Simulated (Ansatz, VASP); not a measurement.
## CdO in VASP and in Ansatz

File INCAR:

```
SYSTEM = CdO
  PREC = Accurate
  ENCUT = 600
  EDIFF = 1E-7
  ISMEAR = 0
  SIGMA = 0.1
  LREAL = .False.
  LASPH = .True.
  NELM = 120
  ALGO = Normal
  ISIF = 3
  LWAVE = .False.
  LCHARG = .False.
  GGA = PE
  IBRION = 2
  NSW = 60
  EDIFFG = -0.04
  GGA_COMPAT = .False.
  NELMIN = 4
```

Contents of KPOINTS:

```
Automatic mesh
0
Gamma
  6 6 6
  0 0 0
```

POSCAR

```
CdO
1.0
    0.0000000000      2.3609930000      2.3609930000
    2.3609930000      0.0000000000      2.3609930000
    2.3609930000      2.3609930000      0.0000000000
Cd O
1 1
Direct
    0.0000000000      0.0000000000      0.0000000000
    0.5000000000      0.5000000000      0.5000000000
```

Input for Ansatz:

```yaml
crystal:
  lattice:
    - [0.0, 2.360993, 2.360993]
    - [2.360993, 0.0, 2.360993]
    - [2.360993, 2.360993, 0.0]
  atoms:
    - { symbol: Cd, position: [0.0, 0.0, 0.0] }
    - { symbol: O, position: [0.5, 0.5, 0.5] }
basis:
  ecutwfc: 420
kpoints:
  mp_grid: { grid: [6, 6, 6] }
hamiltonian:
  xc: pbe
scf:
  occupations: { method: gaussian, width: 0.1 }
output:
  forces: true
  stress: true
  eigenvalues: true
relax:
  adjacent_minimum: "off"
  f_tol: 0.04
  max_steps: 40
  cell: { stress_tol: 0.4 }
```

Alike in both runs: task relaxation of cell and atoms; functional PBE; k mesh 6 × 6 × 6; occupations gaussian, width 0.1 eV; no spin polarisation.

|  | VASP | Ansatz |
| --- | --- | --- |
| version | VASP 6.6.1 | Ansatz 0.2.0 |
| potentials or method | VASP PAW PBE potentials, release 64 (Cd, O), cutoff 600 eV | scalar-relativistic, plane waves, PAW |
| valence electrons in the cell | 18 | 26 |

```csv
,VASP,Ansatz,Ansatz less VASP
"gap on the k mesh at the Fermi level, each at its own relaxed structure (eV)",none,none,-
relaxed volume (Å³/atom),13.66,13.54,-0.120
relaxed cell length with the largest relative difference (Å),3.381,3.371,-0.0100
```

A gap of «none» marks a metal or a gap that the smearing closes. VASP's potentials hold 18 valence electrons a cell and Ansatz's 26, so a difference there can come from the potentials and not from the codes.

The k mesh is coarse, so the values compare programs but aren't converged.
